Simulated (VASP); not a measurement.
# NaCl (I4/mmm) in VASP: further runs

NaCl is run at these levels: PBE, r2SCAN; tasks: single point.

Program: VASP 6.6.1. These are calculated values, not measurements. Logs are shortened: lines on timing, memory, paths and dates and some standing lists are left out, and cuts for length are marked.

## Step 1: The cell of the first run

It takes space group I4/mmm (No. 139, tetragonal). Conventional cell: a = 4.128 Å, b = 4.128 Å, c = 5.605 Å, α = 90.00°, β = 90.00°, γ = 90.00°. Within 3.7 Å of Na (site symmetry 4/mmm) lie 6 Cl at 2.80 to 2.92 Å. Cl (site symmetry 4/mmm) has 6 Na at 2.80 to 2.92 Å within 3.7 Å.

## Step 2: Single point, PBE (biaxial xy strain +4.2%)

INCAR reads:

```
SYSTEM = NaCl
PREC     = Accurate       ! precision mode
ENCUT    = 520            ! plane-wave cutoff, eV
EDIFF    = 1E-6           ! SCF threshold, eV
ISMEAR   = -1             ! smearing method
SIGMA    = 0.02           ! smearing width, eV
LREAL    = .FALSE.        ! projectors in reciprocal space
LASPH    = .TRUE.         ! aspherical terms in the spheres
NELM     = 80             ! most SCF steps
ALGO     = Normal         ! electronic algorithm
ISIF     = 2              ! what is computed and relaxed
LWAVE    = .FALSE.        ! write WAVECAR
LCHARG   = .FALSE.        ! write CHGCAR
GGA      = PE             ! functional
NBANDS   = 14             ! bands
```

KPOINTS reads:

```
Automatic mesh
0
G
  8 8 8
  0 0 0
```

POSCAR reads:

```
NaCl
1.0
    0.0000000000      2.9190453386      2.8027319622
    2.9190453386      0.0000000000      2.8027319622
    2.9190453386      2.9190453386      0.0000000000
Na Cl
1 1
Direct
    0.0000000000      0.0000000000      0.0000000000
    0.5000000000      0.5000000000      0.5000000000
```

Potentials or basis: VASP PAW PBE potentials, release 64 (Na_pv, Cl).

Started as:

```console
cat potpaw_PBE.64/Na_pv/POTCAR potpaw_PBE.64/Cl/POTCAR > POTCAR
mpirun -np 1 vasp_std > vasp.out
```

OUTCAR:

```text
SYSTEM = NaCl
   PREC = Accurate
   ENCUT = 520
   EDIFF = 1E-6
   ISMEAR = -1
   LREAL = .FALSE.
   LASPH = .TRUE.
   NELM = 80
   ISIF = 2
   GGA = PE

 ion  position               nearest neighbor table
   1  0.000  0.000  0.000-
   2  0.500  0.500  0.500-

  LATTYP: Found a body centered tetragonal cell.
 ALAT       =     4.1281535070
 C/A-ratio  =     1.3578622779

  Lattice vectors:

 A1 = (   0.0000000000,  -2.9190453386,  -2.8027319622)
 A2 = (   0.0000000000,   2.9190453386,  -2.8027319622)
 A3 = (   2.9190453386,   0.0000000000,   2.8027319622)

Analysis of symmetry for initial positions (statically):
=====================================================================
 Subroutine PRICEL returns:
 Original cell was already a primitive cell.

 Routine SETGRP: Setting up the symmetry group for a
 body centered tetragonal supercell.

 Subroutine GETGRP returns: Found 16 space group operations
 (whereof 16 operations were pure point group operations)
 out of a pool of 16 trial point group operations.

The static configuration has the point symmetry D_4h.

Analysis of symmetry for dynamics (positions and initial velocities):
=====================================================================
 Subroutine PRICEL returns:
 Original cell was already a primitive cell.

 Routine SETGRP: Setting up the symmetry group for a
 body centered tetragonal supercell.

 Subroutine GETGRP returns: Found 16 space group operations
 (whereof 16 operations were pure point group operations)
 out of a pool of 16 trial point group operations.

The dynamic configuration has the point symmetry D_4h.

 Subroutine INISYM returns: Found 16 space group operations
 (whereof 16 operations are pure point group operations),
 and found     1 'primitive' translations

----------------------------------------------------------------------------------------

                                     Primitive cell

  volume of cell :      47.7632

  direct lattice vectors                    reciprocal lattice vectors
     0.000000000  2.919045339  2.802731962    -0.171288878  0.171288878  0.178397366
     2.919045339  0.000000000  2.802731962     0.171288878 -0.171288878  0.178397366
     2.919045339  2.919045339  0.000000000     0.171288878  0.171288878 -0.178397366

  length of vectors
     4.046743399  4.046743399  4.128153507     0.300841120  0.300841120  0.300841120

  position of ions in fractional coordinates (direct lattice)
     0.000000000  0.000000000  0.000000000
     0.500000000  0.500000000  0.500000000

  ion indices of the primitive-cell ions
   primitive index   ion index
                 1           1
                 2           2

----------------------------------------------------------------------------------------

 KPOINTS: Automatic mesh

Automatic generation of k-mesh.
 Grid dimensions read from file:
 generate k-points for:    8    8    8

 Generating k-lattice:

  Cartesian coordinates                     Fractional coordinates (reciprocal lattice)
    -0.021411110  0.021411110  0.022299671     0.125000000  0.000000000  0.000000000
     0.021411110 -0.021411110  0.022299671     0.000000000  0.125000000  0.000000000
     0.021411110  0.021411110 -0.022299671    -0.000000000 -0.000000000  0.125000000

  Length of vectors
     0.037605140  0.037605140  0.037605140

  Shift w.r.t. Gamma in fractional coordinates (k-lattice)
     0.000000000  0.000000000  0.000000000

 Subroutine IBZKPT returns following result:
 ===========================================

 Found     59 irreducible k-points:

 Following reciprocal coordinates:
            Coordinates               Weight
  0.000000  0.000000  0.000000      1.000000
  0.125000  0.000000  0.000000      8.000000
  0.250000  0.000000  0.000000      8.000000
  0.375000 -0.000000  0.000000      8.000000
  0.500000  0.000000  0.000000      4.000000
  0.125000  0.125000  0.000000      2.000000
[... 16 lines left out ...]
  0.250000 -0.000000  0.125000     16.000000
  0.375000 -0.000000  0.125000     16.000000
 [... further k-points ...]
   k-points           NKPTS =     59   k-points in BZ     NKDIM =     59   number of bands    NBANDS=     14
   number of dos      NEDOS =    301   number of ions     NIONS =      2
   total plane-waves  NPLWV =  28800
   dimension x,y,z NGX =    30 NGY =   30 NGZ =   32
   dimension x,y,z NGXF=    60 NGYF=   60 NGZF=   64
   ions per type =               1   1
   NGX,Y,Z   is equivalent  to a cutoff of  12.32, 12.32, 12.89 a.u.
   NGXF,Y,Z  is equivalent  to a cutoff of  24.65, 24.65, 25.77 a.u.
 SYSTEM =  NaCl
   PREC   = accura    normal or accurate (medium, high low for compatibility)
   ISTART =      0    job   : 0-new  1-cont  2-samecut
   ICHARG =      2    charge: 1-file 2-atom 10-const
   ISPIN  =      1    spin polarized calculation?
   LNONCOLLINEAR =      F non collinear calculations
   LSORBIT =      F    spin-orbit coupling
   LASPH  =      T    aspherical Exc in radial PAW
   ENCUT  =  520.0 eV  38.22 Ry    6.18 a.u.   7.52  7.52  7.68*2*pi/ulx,y,z
   NELM   =     80;   NELMIN=  2; NELMDL= -5     # of ELM steps
   EDIFF  = 0.1E-05   stopping-criterion for ELM
   LREAL  =      F    real-space projection
   EDIFFG = 0.1E-04   stopping-criterion for IOM
   NSW    =      0    number of steps for IOM
   IBRION =     -1    ionic relax: 0-MD 1-quasi-New 2-CG
   NFREE  =      0    steps in history (QN), initial steepest desc. (CG)
   ISIF   =      2    stress and relaxation
   ISYM   =      2    0-nonsym 1-usesym 2-fastsym
   POTIM  = 0.5000    time-step for ionic-motion
   TEBEG  =    0.0;   TEEND  =   0.0 temperature during run
   PSTRESS=    0.0 pullay stress
   NELECT =      14.0000    total number of electrons
   NUPDOWN=      -1.0000    fix difference up-down
   EMIN   =  10.00;   EMAX   =-10.00  energy-range for DOS
   EFERMI =   0.00;   METHOD = LEGACY
   ISMEAR =    -1;   SIGMA  =   0.02  broadening in eV -4-tet -1-fermi 0-gaus
   EFERMI_NEDOS =   21; number of points for ismear=-14 and -15
   IALGO  =     38    algorithm
   IMIX   =      4    mixing-type and parameters
     AMIX     =   0.40;   BMIX     =  1.00
     AMIX_MAG =   1.60;   BMIX_MAG =  1.00
  volume/ion in A,a.u.               =      23.88       161.16
  Fermi-wavevector in a.u.,A,eV,Ry     =   1.087476  2.055032 16.090311  1.182604
  Thomas-Fermi vector in A             =   2.223636
   LORBIT       =      0    0 simple, 1 ext, 2 COOP (PROOUT), +10 PAW based schemes
   GGA     = PE    functional components
   LHFCALC =     F    Hartree Fock is set to
   AEXX    =    0.0000 exact exchange contribution
   IVDW    =     0    specifies the selected vdW correction
   LEPSILON=     F    determine dielectric tensor
   LRPA    =     F    only Hartree local field effects (RPA)
 non-spin polarized calculation
  energy-cutoff  :      520.00
  volume of cell :       47.76
 maximum number of plane-waves:      1307
   NGX = 15   NGY = 15   NGZ = 15

 number of electron      13.9999990 magnetization

 Free energy of the ion-electron system (eV)
  ---------------------------------------------------
  ext. energy  EPLUGINS =         0.00000000
  ---------------------------------------------------
  free energy    TOTEN  =        -6.76934091 eV

  energy without entropy =       -6.76934091  energy(sigma->0) =       -6.76934091

 E-fermi :  -0.6474     XC(G=0):  -7.8988

 val. band max:       -1.0675995992   @ k =   0.0000   0.0000   0.0000
 cond. band min:       3.7965508683   @ k =   0.0000   0.0000   0.0000
 fundamental gap:      4.8641504674
 Fermi energy:        -0.6473916709

 k-point     1 :       0.0000    0.0000    0.0000
  band No.  band energies     occupation
      1     -22.0257      2.00000
      2     -22.0257      2.00000
      3     -22.0184      2.00000
      4     -13.6074      2.00000
      5      -1.1077      2.00000
      6      -1.0676      2.00000
      7      -1.0676      2.00000
      8       3.7966      0.00000
      9       9.8809      0.00000
     10       9.8809      0.00000
     11      10.1703      0.00000
     12      11.8108      0.00000
     13      12.2816      0.00000
     14      13.5646      0.00000

 k-point     2 :       0.1250    0.0000    0.0000
  band No.  band energies     occupation
      1     -22.0280      2.00000
      2     -22.0261      2.00000
      3     -22.0195      2.00000
      4     -13.5682      2.00000
      5      -1.4165      2.00000
      6      -1.1226      2.00000
      7      -1.1084      2.00000
      8       4.2663      0.00000
      9       9.4168      0.00000
     10      10.0412      0.00000
     11      10.2639      0.00000
     12      11.5674      0.00000
     13      11.9558      0.00000
     14      14.3753      0.00000

 k-point     3 :       0.2500    0.0000    0.0000
  band No.  band energies     occupation
      1     -22.0347      2.00000
      2     -22.0269      2.00000
      3     -22.0209      2.00000
      4     -13.4713      2.00000
      5      -2.0755      2.00000
      6      -1.2036      2.00000
      7      -1.1953      2.00000
      8       5.2313      0.00000
      9       8.7791      0.00000
     10      10.0098      0.00000
     11      10.3690      0.00000
     12      11.8926      0.00000
     13      12.0316      0.00000
     14      14.0634      0.00000

 k-point     4 :       0.3750   -0.0000    0.0000
  band No.  band energies     occupation
      1     -22.0420      2.00000
      2     -22.0277      2.00000
      3     -22.0216      2.00000
      4     -13.3708      2.00000
      5      -2.6197      2.00000
      6      -1.2948      2.00000
      7      -1.2648      2.00000
      8       5.9162      0.00000
      9       8.7912      0.00000
     10       9.6844      0.00000
     11      10.0902      0.00000
     12      13.2109      0.00000
     13      13.2728      0.00000
     14      13.6272      0.00000

 k-point     5 :       0.5000    0.0000    0.0000
  band No.  band energies     occupation
      1     -22.0451      2.00000
      2     -22.0281      2.00000
      3     -22.0219      2.00000
      4     -13.3282      2.00000
      5      -2.8241      2.00000
      6      -1.3314      2.00000
      7      -1.2929      2.00000
      8       6.0761      0.00000
      9       9.0389      0.00000
     10       9.5435      0.00000
     11       9.9492      0.00000
[... 276 lines left out ...]
 k-point    22 :       0.1250    0.0000    0.1250
  band No.  band energies     occupation
      1     -22.0285      2.00000
      2     -22.0264      2.00000
      3     -22.0194      2.00000
      4     -13.5587      2.00000
      5      -1.4162      2.00000
      6      -1.1962      2.00000
      7      -1.1417      2.00000
      8       4.4076      0.00000
      9       9.1406      0.00000
     10      10.2484      0.00000
     11      10.4449      0.00000
     12      10.8802      0.00000
     13      12.3590      0.00000
     14      14.8268      0.00000

 k-point    23 :       0.2500   -0.0000    0.1250
  band No.  band energies     occupation
      1     -22.0330      2.00000
      2     -22.0272      2.00000
      3     -22.0208      2.00000
      4     -13.4849      2.00000
      5      -1.8975      2.00000
      6      -1.2732      2.00000
      7      -1.2330      2.00000
      8       5.2131      0.00000
      9       8.6052      0.00000
     10       9.8897      0.00000
     11      10.6021      0.00000
     12      11.1062      0.00000
     13      12.5658      0.00000
     14      15.1910      0.00000

 k-point    24 :       0.3750   -0.0000    0.1250
  band No.  band energies     occupation
      1     -22.0393      2.00000
      2     -22.0282      2.00000
      3     -22.0221      2.00000
      4     -13.3874      2.00000
      5      -2.4216      2.00000
      6      -1.3811      2.00000
      7      -1.3267      2.00000
      8       6.0738      0.00000
      9       8.4721      0.00000
     10       9.3046      0.00000
     11      10.4124      0.00000
     12      12.2121      0.00000
     13      13.5782      0.00000
     14      14.6953      0.00000

 [... further k-points ...]

------------------------ aborting loop because EDIFF is reached ----------------------------------------

  FORCE on cell =-STRESS in cart. coord.  units (eV):
  Direction    XX          YY          ZZ          XY          YZ          ZX
  --------------------------------------------------------------------------------------
  -------------------------------------------------------------------------------------
  Total       -0.3262919     -0.3262919      0.0576880      0.0000000      0.0000000      0.0000000
  in kB      -10.9451984    -10.9451984      1.9350975      0.0000000      0.0000000      0.0000000
  external PRESSURE =      -6.6517664 kB  Pullay stress =       0.0000000 kB

 VOLUME and BASIS-vectors are now :
 -----------------------------------------------------------------------------
  energy-cutoff  :      520.00
  volume of cell :       47.76
      direct lattice vectors                 reciprocal lattice vectors
     0.000000000  2.919045339  2.802731962    -0.171288878  0.171288878  0.178397366
     2.919045339  0.000000000  2.802731962     0.171288878 -0.171288878  0.178397366
     2.919045339  2.919045339  0.000000000     0.171288878  0.171288878 -0.178397366

 POSITION                                       TOTAL-FORCE (eV/Angst)
 -----------------------------------------------------------------------------------
      0.00000      0.00000      0.00000        -0.000000      0.000000      0.000000
      2.91905      2.91905      2.80273         0.000000      0.000000     -0.000000
 -----------------------------------------------------------------------------------
    total drift:                                0.000000      0.000000      0.000000

  FREE ENERGIE OF THE ION-ELECTRON SYSTEM (eV)
  ---------------------------------------------------
  free  energy   TOTEN  =        -6.7693409120 eV

  energy  without entropy=       -6.7693409120  energy(sigma->0) =       -6.76934091
```

Run time: 30 s. Hardware: 1 thread of Intel Xeon Platinum 8375C at 2.90GHz (Ice Lake), shared host; peak memory 0.18 GiB.

What came out:

```
Free energy            : -6.7693 eV
Pressure               : -0.7 GPa
Band gap on the k mesh : 4.86 eV
```

Levels at points of the mesh, in eV from the valence-band top:
```
           k point  band 4  band 5  band 6  band 7  band 8  band 9  band 10  band 11
(0.00, 0.00, 0.00)  -12.54   -0.04    0.00    0.00    4.86   10.95    10.95    11.24
(0.50, 0.00, 0.00)  -12.26   -1.76   -0.26   -0.23    7.14   10.11    10.61    11.02
(0.50, 0.50, 0.00)  -12.20   -1.50   -0.60   -0.60    7.35    8.01    11.13    14.03
(0.50, 0.00, 0.50)  -12.23   -1.52   -0.59   -0.47    7.34    8.17    10.74    14.06
```

Caveat: the cell differs from its parent crystal (biaxial xy strain +4.2%).

## Step 3: Single point, r2SCAN (biaxial xy strain +4.2%)

POSCAR is that of step 2.

INCAR.step1 reads:

```
SYSTEM = NaCl
PREC = Accurate
ENCUT = 520
ISMEAR = 0
SIGMA = 0.01
LREAL = .FALSE.
LASPH = .TRUE.
NELM = 80
NBANDS = 14
GGA = PE
ALGO = Normal
EDIFF = 1E-4
LWAVE = .TRUE.
LCHARG = .FALSE.
```

INCAR.step2 reads:

```
SYSTEM = NaCl
PREC = Accurate
ENCUT = 520
EDIFF = 1E-7
ISMEAR = 0
SIGMA = 0.01
LREAL = .FALSE.
LASPH = .TRUE.
NELM = 80
ALGO = Normal
ISIF = 2
LWAVE = .FALSE.
LCHARG = .TRUE.
METAGGA = R2SCAN
LMIXTAU = .TRUE.
LELF = .TRUE.
LVHAR = .TRUE.
NBANDS = 14
ISTART = 1
```

KPOINTS reads:

```
regular mesh
0
G
  8 8 8
  0 0 0
```

Potentials or basis: VASP PAW PBE potentials, release 64 (Na_pv, Cl).

Started as:

```console
cat potpaw_PBE.64/Na_pv/POTCAR potpaw_PBE.64/Cl/POTCAR > POTCAR
cp INCAR.step1 INCAR
mpirun -np 1 vasp_std > vasp.out
cp INCAR.step2 INCAR
mpirun -np 1 vasp_std > vasp.out
```

It took 2 min on 1 thread of Intel Xeon Platinum 8375C at 2.90GHz (Ice Lake), shared host; peak memory 0.18 GiB.

It converged, with:

- Free energy: -13.7574 eV
- Pressure: -1.9 GPa
- Band gap on the k mesh: 5.66 eV

Stress tensor (GPa, compression positive):
```
-2.35  0.00  0.00
 0.00 -2.35  0.00
 0.00  0.00 -1.05
```

Levels at points of the mesh, in eV from the valence-band top:
| k point | band 4 | band 5 | band 6 | band 7 | band 8 | band 9 | band 10 | band 11 |
| --- | --- | --- | --- | --- | --- | --- | --- | --- |
| (0.00, 0.00, 0.00) | -13.10 | -0.04 | 0.00 | 0.00 | 5.66 | 11.59 | 11.59 | 11.88 |
| (0.50, 0.00, 0.00) | -12.82 | -1.75 | -0.28 | -0.24 | 7.81 | 11.08 | 11.40 | 11.83 |
| (0.50, 0.50, 0.00) | -12.75 | -1.52 | -0.61 | -0.61 | 8.26 | 8.54 | 11.99 | 15.14 |
| (0.50, 0.00, 0.50) | -12.78 | -1.54 | -0.59 | -0.47 | 8.26 | 8.70 | 11.60 | 15.15 |

Caveat: the cell differs from its parent crystal (biaxial xy strain +4.2%); the PAW data sets were made with another functional, which shifts forces and pressure a little.
